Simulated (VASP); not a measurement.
Crystal: Ti3Al.

```
Ti Al
1.0
     0.00000    2.97769    2.97769
     2.97769    0.00000    2.97769
     2.97769    2.97769    0.00000
Ti Al
3 1
Direct
  0.75000 0.75000 0.75000
  0.25000 0.25000 0.25000
  0.00000 0.00000 0.00000
  0.50000 0.50000 0.50000
```

Base run:

```yaml
Program: VASP 6.6.1
Functional: PBEsol
Potentials_or_basis: VASP PAW PBE potentials, release 64 (Ti_sv, Al)
Cutoff: 520 eV
k_mesh: 12 × 12 × 12
Occupations: gaussian, width 0.15 eV
Spin: collinear spin, ferromagnetic start
Starting_moments: "[0.3, 0.3, 0.3, 0.0] μB"
Fixed_moment: 0.9 μB
```

Its results: pressure 34.8 GPa; site moments Ti +0.12, +0.48; Al -0.00 μB.

Problem. After a change of settings the same cell gave: pressure 38.1 GPa; site moments Ti +0.59, +1.11; Al +0.00 μB. Which change was it?
A. fixed moment from 0.9 μB to 3 μB; moments at the start from [0.3, 0.3, 0.3, 0.0] to [1.0, 1.0, 1.0, 0.0]
B. fixed moment from 0.9 μB to 2.4 μB; moments at the start from [0.3, 0.3, 0.3, 0.0] to [0.8, 0.8, 0.8, 0.0]
C. fixed moment from 0.9 μB to 0.6 μB; moments at the start from [0.3, 0.3, 0.3, 0.0] to [0.2, 0.2, 0.2, 0.0]

Solution. A.

Caveats: the PAW data sets were made with another functional, which shifts forces and pressure a little; the total moment is fixed, so each spin has its own Fermi level.
